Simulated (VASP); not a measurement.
Wanted: the native input for a VASP 6.6.1 run.

```yaml
Task: single point
Functional: PBEsol
Potentials_or_basis: VASP PAW PBE potentials, release 64 (W_sv, C)
Cutoff: 520 eV
k_mesh: 13 × 13 × 13
Occupations: fermi-dirac, width 0.1 eV
Spin: no spin polarisation
Dipole_correction: no
Further_INCAR_settings: ALGO = Normal; EDIFF = 1e-06; NBANDS = 16
```

The structure of WC lies in POSCAR:

```
WC
1.0
    0.0000000000      2.1926840000      2.1926840000
    2.1926840000      0.0000000000      2.1926840000
    2.1926840000      2.1926840000      0.0000000000
W C
1 1
Direct
    0.0000000000      0.0000000000      0.0000000000
    0.5000000000      0.5000000000      0.5000000000
```

These files were run (other wordings do the same):

INCAR

```
ALGO = Normal ; EDIFF = 1E-6
ENCUT = 520 ; GGA = PS
ISIF = 2 ; ISMEAR = -1
LASPH = T ; LCHARG = F
LREAL = F ; LWAVE = F
NBANDS = 16 ; NELM = 60
PREC = Accurate ; SIGMA = 0.1
```

KPOINTS

```
k-points
0
Gamma
  13 13 13
```

Potentials or basis: VASP PAW PBE potentials, release 64 (W_sv, C).

Run with:

```bash
$ cat potpaw_PBE.64/W_sv/POTCAR potpaw_PBE.64/C/POTCAR > POTCAR
$ mpirun -np 1 vasp_std > vasp.out
```

It gave:

```
Pressure               : -9.0 GPa
Band gap on the k mesh : zero (band 9 reaches 13.22 eV, above the bottom of band 10 at 10.15 eV)
```

Caveat: the PAW data sets were made with another functional, which shifts forces and pressure a little; spin-orbit coupling is left out, which moves the levels of the heavy elements.

Run time: 15 s on 1 thread of Intel(R) Xeon(R) Platinum 8488C (Sapphire Rapids), on a shared host, peak memory 0.16 GiB.
